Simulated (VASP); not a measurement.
# MgI2 (CdI2 type) (P-3m1) in VASP: further runs

The runs below take MgI2 (CdI2 type) through single point, electric field gradients, with PBE.

All numbers are computed with VASP 6.6.1; they aren't measurements. Logs are shortened: lines on timing, memory, paths and dates and some standing lists are left out, and cuts for length are marked.

### Step 1. The cell of the first run

Symmetry: P-3m1, No. 164, trigonal system. Conventional cell: a = 4.207 Å, b = 4.207 Å, c = 7.850 Å, α = 90.00°, β = 90.00°, γ = 120.00°. Mg (site symmetry -3m) has 6 I at 2.95 Å within 3.9 Å. Within 3.9 Å of I (site symmetry 3m) lie 3 Mg at 2.95 Å.

### Step 2. Single point, PBE

POSCAR reads:

```
MgI2
1.0
    4.2073279107      0.0000000000      0.0000000000
   -2.1036639553      3.6436528527      0.0000000000
    0.0000000000      0.0000000000      7.8497466096
Mg I
1 2
Direct
    0.0000000000      0.0000000000      0.0000000000
    0.3333333333      0.6666666667      0.2131901454
    0.6666666667      0.3333333333      0.7868098546
```

INCAR.step1 reads:

```
  PREC = Accurate
  ENCUT = 520
  EDIFF = 1E-7
  ISMEAR = -1
  SIGMA = 0.05
  LREAL = False
  LASPH = True
  NELM = 100
  ALGO = Fast
  ISIF = 2
  LWAVE = False
  LCHARG = True
  GGA = PE
  NBANDS = 15
```

KPOINTS.step1 reads:

```
Automatic mesh
0
Gamma
  10 10 5
```

INCAR.step2 reads:

```
  PREC = Accurate
  ENCUT = 520
  EDIFF = 1E-7
  ISMEAR = -5
  SIGMA = 0.05
  LREAL = False
  LASPH = True
  NELM = 100
  ALGO = Fast
  ISIF = 2
  LWAVE = False
  LCHARG = False
  GGA = PE
  LORBIT = 11
  NBANDS = 15
  NEDOS = 1001
  ICHARG = 11
```

KPOINTS.step2 reads:

```
Automatic mesh
0
Gamma
  15 15 8
```

Potentials or basis: VASP PAW PBE potentials, release 64 (Mg, I).

The run is started by

```bash
$ cat potpaw_PBE.64/Mg/POTCAR potpaw_PBE.64/I/POTCAR > POTCAR
$ cp INCAR.step1 INCAR
$ cp KPOINTS.step1 KPOINTS
$ mpirun -np 1 vasp_std > vasp.out
$ cp INCAR.step2 INCAR
$ cp KPOINTS.step2 KPOINTS
$ mpirun -np 1 vasp_std > vasp.out
```

OUTCAR:

```text
PREC = Accurate
   ENCUT = 520
   EDIFF = 1E-7
   ISMEAR = -5
   LREAL = False
   LASPH = True
   NELM = 100
   ISIF = 2
   GGA = PE
   LORBIT = 11
   ICHARG = 11

 ion  position               nearest neighbor table
   1  0.000  0.000  0.000-   2 2.95   3 2.95   2 2.95   3 2.95   3 2.95   2 2.95
   2  0.333  0.667  0.213-   1 2.95   1 2.95   1 2.95
   3  0.667  0.333  0.787-   1 2.95   1 2.95   1 2.95

  LATTYP: Found a hexagonal cell.
 ALAT       =     4.2073279107
 C/A-ratio  =     1.8657320694

  Lattice vectors:

 A1 = (   4.2073279107,   0.0000000000,   0.0000000000)
 A2 = (  -2.1036639553,   3.6436528527,   0.0000000000)
 A3 = (   0.0000000000,   0.0000000000,   7.8497466096)

Analysis of symmetry for initial positions (statically):
=====================================================================
 Subroutine PRICEL returns:
 Original cell was already a primitive cell.

 Routine SETGRP: Setting up the symmetry group for a
 hexagonal supercell.

 Subroutine GETGRP returns: Found 12 space group operations
 (whereof 12 operations were pure point group operations)
 out of a pool of 24 trial point group operations.

The static configuration has the point symmetry D_3d.

Analysis of symmetry for dynamics (positions and initial velocities):
=====================================================================
 Subroutine PRICEL returns:
 Original cell was already a primitive cell.

 Routine SETGRP: Setting up the symmetry group for a
 hexagonal supercell.

 Subroutine GETGRP returns: Found 12 space group operations
 (whereof 12 operations were pure point group operations)
 out of a pool of 24 trial point group operations.

The dynamic configuration has the point symmetry D_3d.

 Subroutine INISYM returns: Found 12 space group operations
 (whereof 12 operations are pure point group operations),
 and found     1 'primitive' translations

----------------------------------------------------------------------------------------

                                     Primitive cell

  volume of cell :     120.3369

  direct lattice vectors                    reciprocal lattice vectors
     4.207327911  0.000000000  0.000000000     0.237680547  0.137224928  0.000000000
    -2.103663955  3.643652853  0.000000000     0.000000000  0.274449856  0.000000000
     0.000000000  0.000000000  7.849746610     0.000000000  0.000000000  0.127392647

  length of vectors
     4.207327911  4.207327911  7.849746610     0.274449856  0.274449856  0.127392647

  position of ions in fractional coordinates (direct lattice)
     0.000000000  0.000000000  0.000000000
     0.333333333  0.666666667  0.213190145
     0.666666667  0.333333333  0.786809855

  ion indices of the primitive-cell ions
   primitive index   ion index
                 1           1
                 2           2
                 3           3

----------------------------------------------------------------------------------------

 KPOINTS: Automatic mesh

Automatic generation of k-mesh.
 Grid dimensions read from file:
 generate k-points for:   15   15    8

 Generating k-lattice:

  Cartesian coordinates                     Fractional coordinates (reciprocal lattice)
     0.015845370  0.009148329  0.000000000     0.066666667 -0.000000000  0.000000000
     0.000000000  0.018296657  0.000000000     0.000000000  0.066666667  0.000000000
     0.000000000  0.000000000  0.015924081     0.000000000  0.000000000  0.125000000

  Length of vectors
     0.018296657  0.018296657  0.015924081

  Shift w.r.t. Gamma in fractional coordinates (k-lattice)
     0.000000000  0.000000000  0.000000000

 TETIRR: Found   2612 inequivalent tetrahedra from    10800

 Subroutine IBZKPT returns following result:
 ===========================================

 Found    192 irreducible k-points:

 Following reciprocal coordinates:
            Coordinates               Weight
  0.000000  0.000000  0.000000      1.000000
  0.066667 -0.000000  0.000000      6.000000
  0.133333 -0.000000  0.000000      6.000000
  0.200000  0.000000  0.000000      6.000000
  0.266667 -0.000000  0.000000      6.000000
  0.333333  0.000000  0.000000      6.000000
[... 16 lines left out ...]
  0.333333  0.200000  0.000000     12.000000
  0.400000  0.200000  0.000000      6.000000
 [... further k-points ...]
   k-points           NKPTS =    192   k-points in BZ     NKDIM =    192   number of bands    NBANDS=     15
   number of dos      NEDOS =   1001   number of ions     NIONS =      3
   total plane-waves  NPLWV =  61440
   dimension x,y,z NGX =    32 NGY =   32 NGZ =   60
   dimension x,y,z NGXF=    64 NGYF=   64 NGZF=  120
   ions per type =               1   2
   NGX,Y,Z   is equivalent  to a cutoff of  12.64, 12.64, 12.71 a.u.
   NGXF,Y,Z  is equivalent  to a cutoff of  25.29, 25.29, 25.41 a.u.
 SYSTEM =  unknown system
   PREC   = accura    normal or accurate (medium, high low for compatibility)
   ISTART =      0    job   : 0-new  1-cont  2-samecut
   ICHARG =     11    charge: 1-file 2-atom 10-const
   ISPIN  =      1    spin polarized calculation?
   LNONCOLLINEAR =      F non collinear calculations
   LSORBIT =      F    spin-orbit coupling
   LASPH  =      T    aspherical Exc in radial PAW
   ENCUT  =  520.0 eV  38.22 Ry    6.18 a.u.   7.82  7.82 14.60*2*pi/ulx,y,z
   NELM   =    100;   NELMIN=  2; NELMDL=  0     # of ELM steps
   EDIFF  = 0.1E-06   stopping-criterion for ELM
   LREAL  =      F    real-space projection
   EDIFFG = 0.1E-05   stopping-criterion for IOM
   NSW    =      0    number of steps for IOM
   IBRION =     -1    ionic relax: 0-MD 1-quasi-New 2-CG
   NFREE  =      0    steps in history (QN), initial steepest desc. (CG)
   ISIF   =      2    stress and relaxation
   ISYM   =      2    0-nonsym 1-usesym 2-fastsym
   POTIM  = 0.5000    time-step for ionic-motion
   TEBEG  =    0.0;   TEEND  =   0.0 temperature during run
   PSTRESS=    0.0 pullay stress
   NELECT =      16.0000    total number of electrons
   NUPDOWN=      -1.0000    fix difference up-down
   EMIN   =  10.00;   EMAX   =-10.00  energy-range for DOS
   EFERMI =   0.00;   METHOD = LEGACY
   ISMEAR =    -5;   SIGMA  =   0.05  broadening in eV -4-tet -1-fermi 0-gaus
   EFERMI_NEDOS =   21; number of points for ismear=-14 and -15
   IALGO  =     68    algorithm
   IMIX   =      4    mixing-type and parameters
     AMIX     =   0.40;   BMIX     =  1.00
     AMIX_MAG =   1.60;   BMIX_MAG =  1.00
  volume/ion in A,a.u.               =      40.11       270.69
  Fermi-wavevector in a.u.,A,eV,Ry     =   0.835568  1.578995  9.499234  0.698174
  Thomas-Fermi vector in A             =   1.949148
   LORBIT       =     11    0 simple, 1 ext, 2 COOP (PROOUT), +10 PAW based schemes
   GGA     = PE    functional components
   LHFCALC =     F    Hartree Fock is set to
   AEXX    =    0.0000 exact exchange contribution
   IVDW    =     0    specifies the selected vdW correction
   LEPSILON=     F    determine dielectric tensor
   LRPA    =     F    only Hartree local field effects (RPA)
 non-spin polarized calculation
 RMM-DIIS sequential band-by-band and
 Fermi weights with tetrahedron method with Bloechl corrections
  energy-cutoff  :      520.00
  volume of cell :      120.34
 maximum number of plane-waves:      3264

 number of electron      16.0000000 magnetization

 Free energy of the ion-electron system (eV)
  ---------------------------------------------------
  ext. energy  EPLUGINS =         0.00000000
  ---------------------------------------------------
  free energy    TOTEN  =        -7.73958109 eV

  energy without entropy =       -7.73958109  energy(sigma->0) =       -7.73958109

 E-fermi :   0.9078     XC(G=0):  -7.4109

 val. band max:        0.8869257787   @ k =   0.0000   0.0000   0.0000
 cond. band min:       4.5080490945   @ k =   0.0000   0.4667   0.3750
 fundamental gap:      3.6211233158
 Fermi energy:         0.9077600582

 k-point     1 :       0.0000    0.0000    0.0000
  band No.  band energies     occupation
      1     -10.8608      2.00000
      2     -10.3287      2.00000
      3      -2.0989      2.00000
      4       0.5947      2.00000
      5       0.6031      2.00000
      6       0.6031      2.00000
      7       0.8869      2.00000
      8       0.8869      2.00000
      9       4.5963      0.00000
     10       5.7863      0.00000
     11       7.5808      0.00000
     12       7.5808      0.00000
     13       7.8023      0.00000
     14       9.0394      0.00000
     15       9.0394      0.00000

 k-point     2 :       0.0667   -0.0000    0.0000
  band No.  band energies     occupation
      1     -10.8399      2.00000
      2     -10.3165      2.00000
      3      -2.0755      2.00000
      4       0.3819      2.00000
      5       0.5453      2.00000
      6       0.6301      2.00000
      7       0.7328      2.00000
      8       0.8824      2.00000
      9       4.7792      0.00000
     10       5.9737      0.00000
     11       7.2346      0.00000
     12       7.6592      0.00000
     13       8.1153      0.00000
     14       8.8198      0.00000
     15       9.1261      0.00000
[... 365 lines left out ...]
      3      -2.2229      2.00000
      4      -1.5591      2.00000
      5      -0.9829      2.00000
      6      -0.5102      2.00000
      7      -0.0258      2.00000
      8       0.3443      2.00000
      9       5.1582      0.00000
     10       7.4844      0.00000
     11       7.5366      0.00000
     12       7.7537      0.00000
     13       8.4698      0.00000
     14       9.1071      0.00000
     15       9.4481      0.00000

 k-point    24 :       0.4000    0.2000    0.0000
  band No.  band energies     occupation
      1     -10.1831      2.00000
      2     -10.0841      2.00000
      3      -2.2693      2.00000
      4      -1.5825      2.00000
      5      -1.0071      2.00000
      6      -0.5754      2.00000
      7       0.0379      2.00000
      8       0.2636      2.00000
      9       5.0969      0.00000
     10       7.4401      0.00000
     11       7.5434      0.00000
     12       7.8174      0.00000
     13       8.4011      0.00000
     14       9.3964      0.00000
     15       9.6664      0.00000

 [... further k-points ...]

------------------------ aborting loop because EDIFF is reached ----------------------------------------

  FORCE on cell =-STRESS in cart. coord.  units (eV):
  Direction    XX          YY          ZZ          XY          YZ          ZX
  --------------------------------------------------------------------------------------
  -------------------------------------------------------------------------------------
  Total       -0.0502928     -0.0502928     -0.0376388     -0.0000000      0.0000000     -0.0000000
  in kB       -0.6696033     -0.6696033     -0.5011262     -0.0000000      0.0000000     -0.0000000
  external PRESSURE =      -0.6134443 kB  Pullay stress =       0.0000000 kB

 VOLUME and BASIS-vectors are now :
 -----------------------------------------------------------------------------
  energy-cutoff  :      520.00
  volume of cell :      120.34
      direct lattice vectors                 reciprocal lattice vectors
     4.207327911  0.000000000  0.000000000     0.237680547  0.137224928  0.000000000
    -2.103663955  3.643652853  0.000000000     0.000000000  0.274449856  0.000000000
     0.000000000  0.000000000  7.849746610     0.000000000  0.000000000  0.127392647

 POSITION                                       TOTAL-FORCE (eV/Angst)
 -----------------------------------------------------------------------------------
      0.00000      0.00000      0.00000        -0.000000      0.000000      0.000000
     -0.00000      2.42910      1.67349         0.000000     -0.000000     -0.012251
      2.10366      1.21455      6.17626        -0.000000      0.000000      0.012251
 -----------------------------------------------------------------------------------
    total drift:                               -0.000000      0.000000      0.000000

  FREE ENERGIE OF THE ION-ELECTRON SYSTEM (eV)
  ---------------------------------------------------
  free  energy   TOTEN  =        -7.7395810912 eV

  energy  without entropy=       -7.7395810912  energy(sigma->0) =       -7.73958109

 total charge

# of ion       s       p       d       tot
------------------------------------------
    1        0.137   0.106   0.026   0.269
    2        1.505   2.818   0.011   4.334
    3        1.505   2.818   0.011   4.334
--------------------------------------------------
tot          3.147   5.742   0.048   8.937
```

Wall time 1.8 min (1 thread of Intel Xeon 6975P-C (Granite Rapids), shared host); peak memory 0.49 GiB.

Results:

```
Valence electrons inside the program's atomic spheres : Mg 0.27; I 4.33
```

Levels at points of the mesh, in eV from the valence-band top:
```csv
k point,band 4,band 5,band 6,band 7,band 8,band 9,band 10,band 11,band 12,band 13
"(0.00, 0.00, 0.00)",-0.29,-0.28,-0.28,0.00,0.00,3.71,4.90,6.69,6.69,6.92
"(0.00, 0.00, 0.50)",-0.84,-0.27,-0.27,-0.02,-0.02,4.35,4.89,6.65,6.65,7.13
```

Caveat: spin-orbit coupling is left out, which moves the levels of the heavy elements; this functional lacks dispersion, which binds the layers, so the pressure and a relaxed spacing across them are unreliable.

### Step 3. Electric field gradients, PBE

INCAR reads:

```
SYSTEM = MgI2
PREC = Accurate ; ENCUT = 520
EDIFF = 1E-8 ; ISMEAR = -1
SIGMA = 0.05 ; LREAL = .False.
LASPH = .True. ; NELM = 100
ALGO = Fast ; ISIF = 2
LWAVE = .False. ; LCHARG = .False.
GGA = PE ; LEFG = .True.
NBANDS = 15
```

KPOINTS reads:

```
regular mesh
0
Gamma
  10 10 5
  0 0 0
```

POSCAR is that of step 2.

Potentials or basis: VASP PAW PBE potentials, release 64 (Mg, I).

The run is started by

```bash
$ cat potpaw_PBE.64/Mg/POTCAR potpaw_PBE.64/I/POTCAR > POTCAR
$ mpirun -np 1 vasp_std > vasp.out
```

OUTCAR:

```text
SYSTEM = MgI2
   PREC = Accurate
   ENCUT = 520
   EDIFF = 1E-8
   ISMEAR = -1
   LREAL = .False.
   LASPH = .True.
   NELM = 100
   ISIF = 2
   GGA = PE

 ion  position               nearest neighbor table
   1  0.000  0.000  0.000-   2 2.95   3 2.95   2 2.95   3 2.95   3 2.95   2 2.95
   2  0.333  0.667  0.213-   1 2.95   1 2.95   1 2.95
   3  0.667  0.333  0.787-   1 2.95   1 2.95   1 2.95

  LATTYP: Found a hexagonal cell.
 ALAT       =     4.2073279107
 C/A-ratio  =     1.8657320694

  Lattice vectors:

[... 651 lines left out ...]

  energy  without entropy=       -7.7397693651  energy(sigma->0) =       -7.73976937

 Electric field gradients (V/A^2)
---------------------------------------------------------------------
 ion       V_xx      V_yy      V_zz      V_xy      V_xz      V_yz
---------------------------------------------------------------------
   1      -0.181    -0.181     0.361    -0.000     0.000    -0.000
   2      26.537    26.537   -53.074    -0.000     0.000    -0.000
   3      26.537    26.537   -53.074    -0.000     0.000    -0.000
---------------------------------------------------------------------

 Electric field gradients after diagonalization (V/A^2)
 (convention: |V_zz| > |V_xx| > |V_yy|)
----------------------------------------------------------------------
 ion       V_xx      V_yy      V_zz     asymmetry (V_yy - V_xx)/ V_zz
----------------------------------------------------------------------
   1      -0.181    -0.181     0.361       0.000
   2      26.537    26.537   -53.074       0.000
   3      26.537    26.537   -53.074       0.000
----------------------------------------------------------------------

           NMR quadrupolar parameters

 Cq : quadrupolar parameter    Cq=e*Q*V_zz/h
 eta: asymmetry parameters     (V_yy - V_xx)/ V_zz
 Q  : nuclear electric quadrupole moment in mb (millibarn)
----------------------------------------------------------------------
 ion       Cq(MHz)       eta       Q (mb)
----------------------------------------------------------------------
   1       0.001       0.000       1.000
   2      -0.128       0.000       1.000
   3      -0.128       0.000       1.000
----------------------------------------------------------------------
```

stdout:

```text
POSCAR found type information on POSCAR MgI
 POSCAR found :  2 types and       3 ions
 scaLAPACK will be used
 LDA part: xc-table for (Slater+PW92), standard interpolation
 POSCAR, INCAR and KPOINTS ok, starting setup
 FFT: planning ... GRIDC
 FFT: planning ... GRID_SOFT
 FFT: planning ... GRID
 WAVECAR not read
 entering main loop
ion   1

ion   2

ion   3
```

Run time: 46 s. Hardware: 1 thread of Intel Xeon 6975P-C (Granite Rapids), shared host; peak memory 0.3 GiB.

Results:

- Free energy: -7.7398 eV
- Pressure: -0.1 GPa
- Largest force: 0.012 eV/Å
- Band gap on the k mesh: 3.61 eV (least direct gap 3.71 eV)
- Largest electric field gradient by atom: Mg +0.4; I -53.1 V/Å²

Forces in eV/Å, atoms in the order of the input:
```
Mg   0.000  0.000  0.000
I    0.000  0.000 -0.012
I    0.000  0.000  0.012
```

Levels at points of the mesh, in eV from the valence-band top:
```
           k point  band 5  band 6  band 7  band 8  band 9  band 10  band 11  band 12
(0.00, 0.00, 0.00)   -0.28   -0.28    0.00    0.00    3.71     4.90     6.69     6.69
(0.50, 0.00, 0.00)   -1.37   -1.14   -0.64   -0.39    3.66     5.44     5.79     7.27
```

Electric field gradients, principal values (V/Å²):
```csv
atom,least,middle,greatest (by size)
1 Mg,-0.181,-0.181,0.361
2 I,26.537,26.537,-53.074
3 I,26.537,26.537,-53.074
```

Caveat: without QUAD_EFG the Cq values of the log hold for a quadrupole moment of 1 mb, not for the nuclei; spin-orbit coupling is left out, which moves the levels of the heavy elements; an odd mesh through Γ misses points on the zone boundary, where band edges can lie; this functional lacks dispersion, which binds the layers, so the pressure and a relaxed spacing across them are unreliable.
